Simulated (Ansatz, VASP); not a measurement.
**Two plane-wave programs on Si3N4**

```
CELL_PARAMETERS angstrom
0.00000 3.85528 3.85528
3.85528 0.00000 3.85528
3.85528 3.85528 0.00000
ATOMIC_POSITIONS crystal
Si 0.12500 0.12500 0.62500
Si 0.12500 0.62500 0.12500
Si 0.62500 0.12500 0.12500
Si 0.12500 0.12500 0.12500
Si 0.75000 0.75000 0.75000
Si 0.50000 0.50000 0.50000
N 0.36771 0.36771 0.36771
N 0.35313 0.88229 0.88229
N 0.88229 0.88229 0.35313
N 0.88229 0.35313 0.88229
N 0.36771 0.36771 0.89687
N 0.36771 0.89687 0.36771
N 0.88229 0.88229 0.88229
N 0.89687 0.36771 0.36771
```

Alike in both runs: functional PBE; k mesh 6 × 6 × 6; occupations gaussian, width 0.02 eV; no spin polarisation.

Ansatz relaxed the structure, and its values are those at the end. VASP's run is a single point on that final structure, the one shown.

|  | VASP | Ansatz |
| --- | --- | --- |
| version | VASP 6.6.1 | Ansatz 0.2.0 |
| potentials or method | VASP PAW PBE potentials, release 64 (Si, N), cutoff 520 eV | scalar-relativistic, plane waves, PAW |
| valence electrons in the cell | 64 | 64 |

|  | VASP | Ansatz | Ansatz less VASP |
| --- | --- | --- | --- |
| gap on the k mesh at the Fermi level (eV) | 3.45 | 3.46 | +0.012 |
| least direct gap on the mesh (eV) | 3.48 | 3.49 | +0.012 |
| pressure (GPa) | 9.3 | 9.5 | +0.21 |
| rms of the force components (eV/Å) | 0.004 | 0.000 | -0.0035 |

With one functional, cell and mesh, what is left measures potentials, basis and numerics. Ansatz's warnings: stress scf threshold loose.
